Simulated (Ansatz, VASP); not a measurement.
## One calculation of CrO2, two programs

```
CELL_PARAMETERS angstrom
2.56297 0.00000 0.00000
-1.28148 2.21959 0.00000
0.00000 0.00000 13.81250
ATOMIC_POSITIONS crystal
Cr 0.33333 0.66667 0.00000
O 0.66667 0.33333 0.90758
O 0.66667 0.33333 0.09242
```

Alike in both runs: task relaxation of cell and atoms; functional PBEsol; k mesh 12 × 12 × 2; occupations gaussian, width 0.1 eV; no spin polarisation.

|  | VASP | Ansatz |
| --- | --- | --- |
| version | VASP 6.6.1 | Ansatz 0.2.0 |
| potentials or method | VASP PAW PBE potentials, release 64 (Cr_pv, O), cutoff 600 eV | scalar-relativistic, plane waves, PAW |
| valence electrons in the cell | 24 | 26 |

```csv
,VASP,Ansatz,Ansatz less VASP
"gap on the k mesh at the Fermi level, each at its own relaxed structure (eV)",0.48,0.50,+0.020
relaxed volume (Å³/atom),25.17,26.45,+1.281
relaxed cell length with the largest relative difference (Å),12.997,13.705,+0.7080
```

VASP's potentials were made for PBE, not for PBEsol. One of these differences is far larger than is usual between the two programs; its cause wasn't traced. VASP's potentials hold 24 valence electrons a cell and Ansatz's 26, so a difference there can come from the potentials and not from the codes.
